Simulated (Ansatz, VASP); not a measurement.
## H in VASP and in Ansatz

File INCAR:

```
PREC = Accurate
ENCUT = 500
EDIFF = 1E-6
ISMEAR = 0
SIGMA = 0.05
LREAL = False
LASPH = True
NELM = 120
ALGO = Normal
ISIF = 2
LWAVE = False
LCHARG = False
GGA = PS
NBANDS = 10
GGA_COMPAT = False
```

File KPOINTS:

```
regular mesh
0
Gamma
  9 9 6
```

POSCAR

```
H
1.0
    3.8401304226      0.0000000000      0.0000000000
   -1.9200652113      3.3256504998     -0.1662825250
    0.0000000000     -0.2523330775      5.0466615500
H
4
Direct
    0.3333333333      0.6666666667      0.1764958800
    0.6666666667      0.3333333333      0.6764958800
    0.6666666667      0.3333333333      0.8235041200
    0.3333333333      0.6666666667      0.3235041200
```

Input for Ansatz:

```yaml
crystal:
  lattice:
    - [3.8401304226, 0.0, 0.0]
    - [-1.9200652113, 3.3256504998, -0.166282525]
    - [0.0, -0.2523330775, 5.04666155]
  atoms:
    - { symbol: H, position: [0.3333333333, 0.6666666667, 0.17649588] }
    - { symbol: H, position: [0.6666666667, 0.3333333333, 0.67649588] }
    - { symbol: H, position: [0.6666666667, 0.3333333333, 0.82350412] }
    - { symbol: H, position: [0.3333333333, 0.6666666667, 0.32350412] }
basis:
  ecutwfc: 420
kpoints:
  mp_grid: { grid: [9, 9, 6] }
hamiltonian:
  xc: pbesol
scf:
  occupations: { method: gaussian, width: 0.05 }
output:
  forces: true
  stress: true
  eigenvalues: true
```

Change from the starting cell: strain -0.1000 x Voigt [0, 0, 0, 1, 0, 0], atoms carried along.

Alike in both runs: task single point; functional PBEsol; k mesh 9 × 9 × 6; occupations gaussian, width 0.05 eV; no spin polarisation.

```csv
,VASP,Ansatz
version,VASP 6.6.1,Ansatz 0.2.0
potentials or method,"VASP PAW PBE potentials, release 64 (H), cutoff 500 eV","scalar-relativistic, plane waves, PAW"
valence electrons in the cell,4,4
```

|  | VASP | Ansatz | Ansatz less VASP |
| --- | --- | --- | --- |
| gap on the k mesh at the Fermi level (eV) | 9.32 | 9.32 | +0.002 |
| least direct gap on the mesh (eV) | 9.32 | 9.32 | +0.002 |
| pressure (GPa) | 0.5 | 0.7 | +0.18 |
| traceless stress, the component that is largest in VASP (GPa) | 1.38 | 1.40 | +0.021 |
| rms of the force components (eV/Å) | 0.331 | 0.329 | -0.0023 |

VASP's potentials were made for PBE, not for PBEsol. Atom by atom the forces differ by 0.002 eV/Å (rms over components). The functional is the same, so the differences come from potentials, cutoffs and numerics.
